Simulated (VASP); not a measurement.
# Ge in VASP: settings compared

Ge is run at these levels: HSE06, PBE0; tasks: single point.

Everything below comes from runs of VASP 6.6.1. Logs are shortened: lines on timing, memory, paths and dates and some standing lists are left out, and cuts for length are marked.

## Step 1: The cell of the first run

It takes space group Fd-3m (No. 227, cubic). Conventional cell: a = 5.836 Å, b = 5.836 Å, c = 5.836 Å, α = 90.00°, β = 90.00°, γ = 90.00°. Ge (site symmetry -43m) has 4 Ge at 2.53 Å within 3.3 Å.

## Step 2: Single point, HSE06

POSCAR

```
Ge
1.0
    0.0000000000      2.9178990830      2.9178990830
    2.9178990830      0.0000000000      2.9178990830
    2.9178990830      2.9178990830      0.0000000000
Ge
2
Direct
    0.0000000000      0.0000000000      0.0000000000
    0.2500000000      0.2500000000      0.2500000000
```

INCAR.step1

```
ALGO = Normal
EDIFF = 1E-5
ENCUT = 520
GGA = PE
ISIF = 2
ISMEAR = -1
LASPH = T
LCHARG = F
LREAL = F
LWAVE = T
NBANDS = 21
NELM = 60
PREC = Accurate
SIGMA = 0.05
```

INCAR.step2

```
ALGO = Normal
EDIFF = 1E-7
ENCUT = 520
GGA = PE
HFSCREEN = 0.2079
ISIF = 2
ISMEAR = -1
ISTART = 1
LASPH = T
LCHARG = F
LHFCALC = T
LREAL = F
LWAVE = F
NBANDS = 21
NELM = 60
PREC = Accurate
PRECFOCK = Normal
SIGMA = 0.05
```

KPOINTS

```
k-points
0
Gamma
  4 4 4
```

Potentials or basis: VASP PAW PBE potentials, release 64 (Ge_d).

Command:

```
$ cat potpaw_PBE.64/Ge_d/POTCAR > POTCAR
$ cp INCAR.step1 INCAR
$ mpirun -np 1 vasp_std > vasp.out
$ cp INCAR.step2 INCAR
$ mpirun -np 1 vasp_std > vasp.out
```

OUTCAR:

```text
EDIFF = 1E-7
   ENCUT = 520
   GGA = PE
   HFSCREEN = 0.2079
   ISIF = 2
   ISMEAR = -1
   ISTART = 1
   LASPH = T
   LHFCALC = T
   LREAL = F
   NELM = 60
   PREC = Accurate
   PRECFOCK = Normal

 ion  position               nearest neighbor table
   1  0.000  0.000  0.000-   2 2.53   2 2.53   2 2.53   2 2.53
   2  0.250  0.250  0.250-   1 2.53   1 2.53   1 2.53   1 2.53

  LATTYP: Found a face centered cubic cell.
 ALAT       =     5.8357981660

  Lattice vectors:

 A1 = (   0.0000000000,   2.9178990830,   2.9178990830)
 A2 = (   2.9178990830,   0.0000000000,   2.9178990830)
 A3 = (   2.9178990830,   2.9178990830,   0.0000000000)

Analysis of symmetry for initial positions (statically):
=====================================================================
 Subroutine PRICEL returns:
 Original cell was already a primitive cell.

 Routine SETGRP: Setting up the symmetry group for a
 face centered cubic supercell.

 Subroutine GETGRP returns: Found 48 space group operations
 (whereof 24 operations were pure point group operations)
 out of a pool of 48 trial point group operations.

The static configuration has the point symmetry T_d .
 The point group associated with its full space group is O_h .

Analysis of symmetry for dynamics (positions and initial velocities):
=====================================================================
 Subroutine PRICEL returns:
 Original cell was already a primitive cell.

 Routine SETGRP: Setting up the symmetry group for a
 face centered cubic supercell.

 Subroutine GETGRP returns: Found 48 space group operations
 (whereof 24 operations were pure point group operations)
 out of a pool of 48 trial point group operations.

The dynamic configuration has the point symmetry T_d .
 The point group associated with its full space group is O_h .

 Subroutine INISYM returns: Found 48 space group operations
 (whereof 24 operations are pure point group operations),
 and found     1 'primitive' translations

----------------------------------------------------------------------------------------

[... 73 lines left out ...]
   ENCUT  =  520.0 eV  38.22 Ry    6.18 a.u.   7.67  7.67  7.67*2*pi/ulx,y,z
   NELM   =     60;   NELMIN=  2; NELMDL=  0     # of ELM steps
   EDIFF  = 0.1E-06   stopping-criterion for ELM
   LREAL  =      F    real-space projection
   EDIFFG = 0.1E-05   stopping-criterion for IOM
   NSW    =      0    number of steps for IOM
   IBRION =     -1    ionic relax: 0-MD 1-quasi-New 2-CG
   NFREE  =      0    steps in history (QN), initial steepest desc. (CG)
   ISIF   =      2    stress and relaxation
   ISYM   =      3    0-nonsym 1-usesym 2-fastsym
   POTIM  = 0.5000    time-step for ionic-motion
   TEBEG  =    0.0;   TEEND  =   0.0 temperature during run
   PSTRESS=    0.0 pullay stress
   NELECT =      28.0000    total number of electrons
   NUPDOWN=      -1.0000    fix difference up-down
   EMIN   =  10.00;   EMAX   =-10.00  energy-range for DOS
   EFERMI =   0.00;   METHOD = LEGACY
   ISMEAR =    -1;   SIGMA  =   0.05  broadening in eV -4-tet -1-fermi 0-gaus
   EFERMI_NEDOS =   21; number of points for ismear=-14 and -15
   IALGO  =     38    algorithm
   IMIX   =      1    mixing-type and parameters
     AMIX     =   0.40;   BMIX     =  1.00
     AMIX_MAG =   1.60;   BMIX_MAG =  1.00
  volume/ion in A,a.u.               =      24.84       167.65
  Fermi-wavevector in a.u.,A,eV,Ry     =   1.352220  2.555325 24.878225  1.828498
  Thomas-Fermi vector in A             =   2.479577
   LORBIT       =      0    0 simple, 1 ext, 2 COOP (PROOUT), +10 PAW based schemes
   GGA     = PE    functional components
   LHFCALC =     T    Hartree Fock is set to
   PRECFOCK=normal    Normal, Fast or Accurate (Low or Medium for compatibility)
   ENCUT4O =  -1.0   cutoff for four orbital integrals eV
   NKREDX  =     1    reduce k-point grid by
   NKREDY  =     1    reduce k-point grid by
   NKREDZ  =     1    reduce k-point grid by
   AEXX    =    0.2500 exact exchange contribution
   HFSCREEN=    0.2079 screening length (either q_TF or 0.3 A-1)
   HFSCREENC=   0.2079 screening length for correlation (either q_TF or 0.3 A-1)
   ENCUTFOCK=  -1.0 apply spherical cutoff to Coloumb kernel
   IVDW    =     0    specifies the selected vdW correction
   LEPSILON=     F    determine dielectric tensor
   LRPA    =     F    only Hartree local field effects (RPA)
 non-spin polarized calculation
  energy-cutoff  :      520.00
  volume of cell :       49.69
 maximum number of plane-waves:      1363
 NGX is ok and might be reduce to    32
  NGX = 24; NGY = 24; NGZ = 24

 number of electron      27.9999971 magnetization

 Free energy of the ion-electron system (eV)
  ---------------------------------------------------
  ext. energy  EPLUGINS =         0.00000000
  ---------------------------------------------------
  free energy    TOTEN  =       -10.40281700 eV

  energy without entropy =      -10.39949375  energy(sigma->0) =      -10.40115538

 E-fermi :   3.8993     XC(G=0):  -7.8661

 val. band max:        3.8587127652   @ k =   0.0000   0.0000   0.0000
 cond. band min:       4.3759920345   @ k =   0.5000   0.0000   0.0000
 fundamental gap:      0.5172792693
 Fermi energy:         3.8992593255

 k-point     1 :       0.0000    0.0000    0.0000
  band No.  band energies     occupation
      1     -23.9896      2.00000
      2     -23.9896      2.00000
      3     -23.9896      2.00000
      4     -23.9593      2.00000
      5     -23.9593      2.00000
      6     -23.7966      2.00000
[... 181 lines left out ...]
     20      15.3208      0.00000
     21      17.2874      0.00000

------------------------ aborting loop because EDIFF is reached ----------------------------------------

  FORCE on cell =-STRESS in cart. coord.  units (eV):
  Direction    XX          YY          ZZ          XY          YZ          ZX
  --------------------------------------------------------------------------------------
  -------------------------------------------------------------------------------------
  Total       -1.2100199     -1.2100199     -1.2100199     -0.0000000      0.0000000     -0.0000000
  in kB      -39.0177581    -39.0177581    -39.0177581     -0.0000000      0.0000000     -0.0000000
  external PRESSURE =     -39.0177581 kB  Pullay stress =       0.0000000 kB

 VOLUME and BASIS-vectors are now :
 -----------------------------------------------------------------------------
  energy-cutoff  :      520.00
  volume of cell :       49.69
      direct lattice vectors                 reciprocal lattice vectors
     0.000000000  2.917899083  2.917899083    -0.171356166  0.171356166  0.171356166
     2.917899083  0.000000000  2.917899083     0.171356166 -0.171356166  0.171356166
     2.917899083  2.917899083  0.000000000     0.171356166  0.171356166 -0.171356166

 POSITION                                       TOTAL-FORCE (eV/Angst)
 -----------------------------------------------------------------------------------
      0.00000      0.00000      0.00000        -0.000000     -0.000000     -0.000000
      1.45895      1.45895      1.45895         0.000000      0.000000      0.000000
 -----------------------------------------------------------------------------------
    total drift:                               -0.000001     -0.000000     -0.000001

  FREE ENERGIE OF THE ION-ELECTRON SYSTEM (eV)
  ---------------------------------------------------
  free  energy   TOTEN  =       -10.4028170016 eV

  energy  without entropy=      -10.3994937531  energy(sigma->0) =      -10.40115538
```

OSZICAR.step1:

```text
N       E                     dE             d eps       ncg     rms          rms(c)
DAV:   1     0.184442758573E+03    0.18444E+03   -0.14726E+04   372   0.348E+03
DAV:   2     0.172984048483E+02   -0.16714E+03   -0.16256E+03   336   0.577E+02
DAV:   3    -0.799814300693E+01   -0.25297E+02   -0.25138E+02   391   0.139E+02
DAV:   4    -0.884727871378E+01   -0.84914E+00   -0.84808E+00   391   0.295E+01
DAV:   5    -0.886205695276E+01   -0.14778E-01   -0.14778E-01   369   0.421E+00    0.288E+00
DAV:   6    -0.881544813796E+01    0.46609E-01   -0.19092E-02   404   0.143E+00    0.171E+00
DAV:   7    -0.879188672882E+01    0.23561E-01   -0.42754E-02   359   0.190E+00    0.144E-01
DAV:   8    -0.879399886616E+01   -0.21121E-02   -0.61542E-03   356   0.985E-01    0.423E-02
DAV:   9    -0.879419133812E+01   -0.19247E-03   -0.26711E-04   381   0.226E-01    0.162E-02
DAV:  10    -0.879422549103E+01   -0.34153E-04   -0.58504E-05   292   0.796E-02    0.542E-03
DAV:  11    -0.879422783992E+01   -0.23489E-05   -0.10111E-05   292   0.537E-02
   1 F= -.87942278E+01 E0= -.87912585E+01  d E =-.593877E-02
```

Wall time 29 min (1 thread of Intel Xeon 8259CL, shared host); peak memory 0.29 GiB.

What came out:

| Item | Value |
| --- | --- |
| Free energy | -10.4028 eV |
| Pressure | -3.9 GPa |
| Band gap on the k mesh | zero (filled and empty bands touch) |

Levels at points of the mesh, in eV from the Fermi level:
| k point | band 12 | band 13 | band 14 | band 15 | band 16 | band 17 |
| --- | --- | --- | --- | --- | --- | --- |
| (0.00, 0.00, 0.00) | -0.12 | -0.04 | -0.04 | -0.04 | 3.12 | 3.12 |
| (0.50, 0.00, 0.00) | -7.90 | -1.43 | -1.43 | 0.48 | 4.34 | 4.34 |
| (0.50, 0.50, 0.00) | -9.39 | -3.07 | -3.07 | 1.34 | 1.34 | 9.95 |

Caveat: the k points lie up to 0.47 Å⁻¹ apart; the PAW data sets were made with another functional, which shifts forces and pressure a little.

## Step 3: Single point, PBE0

This run uses another cell than the first one, of 23.89 Å³/atom.

POSCAR

```
Ge
1.0
    0.0000000000      2.8800000000      2.8800000000
    2.8800000000      0.0000000000      2.8800000000
    2.8800000000      2.8800000000      0.0000000000
Ge
2
Direct
    0.0060140653      0.0060140653      0.0060140653
    0.2500000000      0.2500000000      0.2500000000
```

INCAR.step1 is that of step 2.

INCAR.step2: that of step 2 with these lines changed.

```diff
@@ -1 +1,2 @@
+AEXX = 0.25
 ALGO = Normal
@@ -4,3 +5,2 @@
 GGA = PE
-HFSCREEN = 0.2079
 ISIF = 2
```

KPOINTS is that of step 2.

Potentials or basis: VASP PAW PBE potentials, release 64 (Ge_d).

Command:

```
$ cat potpaw_PBE.64/Ge_d/POTCAR > POTCAR
$ cp INCAR.step1 INCAR
$ mpirun -np 1 vasp_std > vasp.out
$ cp INCAR.step2 INCAR
$ mpirun -np 1 vasp_std > vasp.out
```

It took 53 min on 1 thread of AMD EPYC 7R43 (Zen 3), shared host; peak memory 0.14 GiB.

Results (log left out):

| Item | Value |
| --- | --- |
| Free energy | -11.4597 eV |
| Pressure | -2.8 GPa |
| Largest force | 0.773 eV/Å |
| Band gap on the k mesh | 0.93 eV |

Forces on the atoms (eV/Å):
```
Ge  -0.446 -0.446 -0.446
Ge   0.446  0.446  0.446
```

Stress tensor (GPa, compression positive):
```
-2.84  0.87  0.87
 0.87 -2.84  0.87
 0.87  0.87 -2.84
```

Levels at points of the mesh, in eV from the valence-band top:
| k point | band 12 | band 13 | band 14 | band 15 | band 16 | band 17 |
| --- | --- | --- | --- | --- | --- | --- |
| (0.00, 0.00, 0.00) | -0.53 | 0.00 | 0.00 | 0.93 | 3.63 | 3.63 |
| (0.50, 0.00, 0.00) | -8.15 | -1.82 | -1.45 | 1.15 | 4.73 | 5.22 |
| (0.50, 0.50, 0.50) | -8.59 | -1.59 | -1.59 | 1.38 | 5.08 | 5.08 |
| (0.50, 0.50, 0.00) | -9.58 | -3.40 | -3.31 | 1.79 | 2.00 | 10.87 |

Caveat: the k points lie up to 0.47 Å⁻¹ apart; the PAW data sets were made with another functional, which shifts forces and pressure a little. A k mesh can miss the band edges.

## Step 4: Single point, HSE06

This run uses another cell than the first one, of 23.89 Å³/atom.

POSCAR is that of step 3.

INCAR.step1

```
SYSTEM = Ge
PREC = Accurate ; ENCUT = 520
EDIFF = 1E-5 ; ISMEAR = -1
SIGMA = 0.05 ; LREAL = .FALSE.
LASPH = .TRUE. ; NELM = 60
ALGO = Normal ; ISIF = 2
LWAVE = .TRUE. ; LCHARG = .FALSE.
NBANDS = 21 ; GGA = PE
```

INCAR.step2

```
SYSTEM = Ge
PREC = Accurate ; ENCUT = 520
EDIFF = 1E-7 ; ISMEAR = -1
SIGMA = 0.05 ; LREAL = .FALSE.
LASPH = .TRUE. ; NELM = 60
ALGO = Normal ; ISIF = 2
LWAVE = .FALSE. ; LCHARG = .FALSE.
GGA = PE ; LHFCALC = .TRUE.
HFSCREEN = 0.2079 ; PRECFOCK = Normal
NBANDS = 21 ; ISTART = 1
```

KPOINTS

```
Automatic mesh
0
G
  4 4 4
  0 0 0
```

Command:

```
$ cat potpaw_PBE.64/Ge_d/POTCAR > POTCAR
$ cp INCAR.step1 INCAR
$ mpirun -np 1 vasp_std > vasp.out
$ cp INCAR.step2 INCAR
$ mpirun -np 1 vasp_std > vasp.out
```

Wall time 66 min (1 thread of AMD EPYC 7R43 (Zen 3), shared host); peak memory 0.24 GiB.

It converged, with:

```
Free energy            : -10.4212 eV
Pressure               : -2.4 GPa
Largest force          : 0.755 eV/Å
Band gap on the k mesh : 0.22 eV
```

Forces in eV/Å, atoms in the order of the input:
```
Ge  -0.436 -0.436 -0.436
Ge   0.436  0.436  0.436
```

Stress tensor (GPa, compression positive):
```
-2.40  0.87  0.87
 0.87 -2.40  0.87
 0.87  0.87 -2.40
```

Levels at points of the mesh, in eV from the valence-band top:
```
           k point  band 10  band 11  band 12  band 13  band 14  band 15  band 16  band 17  band 18  band 19
(0.00, 0.00, 0.00)   -27.82   -13.78    -0.53     0.00     0.00     0.22     2.89     2.89     3.29     6.94
(0.50, 0.00, 0.00)   -27.79   -11.64    -8.08    -1.81    -1.44     0.44     3.99     4.48     7.70    11.18
(0.50, 0.50, 0.50)   -27.80   -11.44    -8.52    -1.58    -1.58     0.67     4.34     4.34     7.82    10.78
(0.50, 0.50, 0.00)   -27.78    -9.79    -9.52    -3.38    -3.28     1.08     1.29    10.10    10.26    11.97
```

Caveat: the k points lie up to 0.47 Å⁻¹ apart; the PAW data sets were made with another functional, which shifts forces and pressure a little. A k mesh can miss the band edges.

## Step 5: The runs side by side

| level | cell | screening parameter | gap on the mesh (eV) | pressure (GPa) | largest force (eV/Å) |
| --- | --- | --- | --- | --- | --- |
| HSE06 | a = 4.127 Å, angles 60.0°, 2 atoms, atomic positions A | 0.2079 1/Å | none | -3.9 | - |
| PBE0 | a = 4.073 Å, angles 60.0°, 2 atoms, atomic positions B | - | 0.93 | -2.8 | 0.77 |
| HSE06 | a = 4.073 Å, angles 60.0°, 2 atoms, atomic positions B | 0.2079 1/Å | 0.22 | -2.4 | 0.75 |

Alike in all rows: task single point; potentials or basis VASP PAW PBE potentials, release 64 (Ge_d); no spin polarisation; k mesh 4 × 4 × 4; cutoff (eV) 520; smearing fermi-dirac 0.05 eV.

Caveats: all runs use coarse meshes; the PAW data sets were made with another functional, which shifts forces and pressure a little.

Total energies depend on the potentials used, so only differences within one code and one set of settings carry meaning.

The gap in the log of VASP goes by the Fermi energy; the results here count the filled bands.